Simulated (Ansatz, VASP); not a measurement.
# Sn5C: VASP beside Ansatz

```
C Sn
1.0
     4.27561    0.00000    0.00000
    -2.13781    3.70279    0.00000
     0.00000    0.00000   10.87692
C Sn
1 5
Direct
  0.00000 0.00000 0.00177
  0.66667 0.33333 0.69147
  0.33333 0.66667 0.32053
  0.66667 0.33333 0.95603
  0.33333 0.66667 0.57765
  0.00000 0.00000 0.20255
```

Alike in both runs: task single point; functional r2SCAN; k mesh 12 × 12 × 2; occupations fermi-dirac, width 0.02 eV; no spin polarisation.

|  | VASP | Ansatz |
| --- | --- | --- |
| version | VASP 6.6.1 | Ansatz 0.2.0 |
| potentials or method | VASP PAW PBE potentials, release 64 (C, Sn_d) | plane waves, PAW |
| plane-wave cutoff (eV) | 520 | 500 |
| valence electrons in the cell | 74 | 74 |

Ansatz gave:

| Item | Value |
| --- | --- |
| pressure (GPa) | -0.1 |
| traceless stress, the component that is largest in VASP (GPa) | -0.11 |
| rms of the force components (eV/Å) | 0.099 |

Which values does VASP return?

Pressure (GPa): -0.1; traceless stress, the component that is largest in VASP (GPa): -0.11; rms of the force components (eV/Å): 0.101.

VASP's potentials were made for PBE, not for r2SCAN. Atom by atom the forces differ by 0.004 eV/Å (rms over components). With one functional, cell and mesh, what is left measures potentials, basis and numerics.
